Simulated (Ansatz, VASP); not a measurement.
Two plane-wave programs on Tl

```
Tl
1.0
     3.45600    0.00000    0.00000
    -1.72800    2.99298    0.00000
     0.00000    0.00000    5.52500
Tl
2
Direct
  0.66667 0.33333 0.75000
  0.33333 0.66667 0.25000
```

Alike in both runs: functional PBEsol; k mesh 7 × 7 × 4; occupations fermi-dirac, width 0.05 eV; no spin polarisation.

|  | VASP | Ansatz |
| --- | --- | --- |
| version | VASP 6.6.1 | Ansatz 0.2.0 |
| potentials or method | VASP PAW PBE potentials, release 64 (Tl_d) | Ansatz PAW |
| plane-wave cutoff (eV) | 520 | 420 |
| valence electrons in the cell | 26 | 26 |
| task | single point | band structure |

|  | VASP | Ansatz | Ansatz less VASP |
| --- | --- | --- | --- |
| gap on the k mesh at the Fermi level (eV) | none | none | - |
| pressure (GPa) | 0.0 | 0.1 | +0.06 |
| traceless stress, the component that is largest in VASP (GPa) | 0.82 | 0.83 | +0.008 |

VASP's potentials were made for PBE, not for PBEsol. A gap of «none» marks a metal or a gap that the smearing closes.

Spin-orbit coupling is off throughout.
